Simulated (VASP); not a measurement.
A run of VASP 6.6.1 is set up as follows.

Contents of INCAR:

```
PREC = Accurate ; ENCUT = 600
EDIFF = 1E-6 ; ISMEAR = 0
SIGMA = 0.1 ; LREAL = False
LASPH = True ; NELM = 80
ALGO = Normal ; ISIF = 3
LWAVE = False ; LCHARG = False
GGA = PE ; IBRION = 2
NSW = 100 ; EDIFFG = -0.01
```

KPOINTS

```
Automatic mesh
0
Gamma
  6 6 10
```

POSCAR

```
BeZn2Te3
1.0
    6.7159958800      0.0000000000      0.0000000000
   -3.3579979400      5.8162230438      0.0000000000
    0.0000000000      0.0000000000      4.3299876817
Be Zn Te
1 2 3
Direct
    0.0000000000      0.0000000000      0.0000000000
    0.3333333333      0.6666666667      0.0000000000
    0.6666666667      0.3333333333      0.0000000000
    0.5000000000      0.5000000000      0.5000000000
    0.0000000000      0.5000000000      0.5000000000
    0.5000000000      0.0000000000      0.5000000000
```

Potentials or basis: VASP PAW PBE potentials, release 64 (Be, Zn, Te).

Command:

```console
$ cat potpaw_PBE.64/Be/POTCAR potpaw_PBE.64/Zn/POTCAR potpaw_PBE.64/Te/POTCAR > POTCAR
$ mpirun -np 1 vasp_std > vasp.out
```

Estimate the space group after relaxing (to 0.1 Å).

P6/mmm (No. 191).

Estimate the relaxed cell.

a = 7.091 Å, b = 7.091 Å, c = 3.949 Å, α = 90.00°, β = 90.00°, γ = 120.00°.

Estimate the relaxed volume.

28.67 Å³/atom.

The path:
```tsv
step	energy change (eV)	largest force (eV/Å)	pressure (GPa)	volume (Å³)
1	0.0000	0.0000	0.13	169.14
2	-0.0275	0.0000	0.08	169.66
3	-0.0892	0.0000	-0.01	170.97
4	-0.0692	0.0000	0.20	172.41
5	-0.1005	0.0000	-0.06	171.66
6	-0.1058	0.0000	-0.07	171.97
7	-0.1058	0.0000	0.00	172.00
```
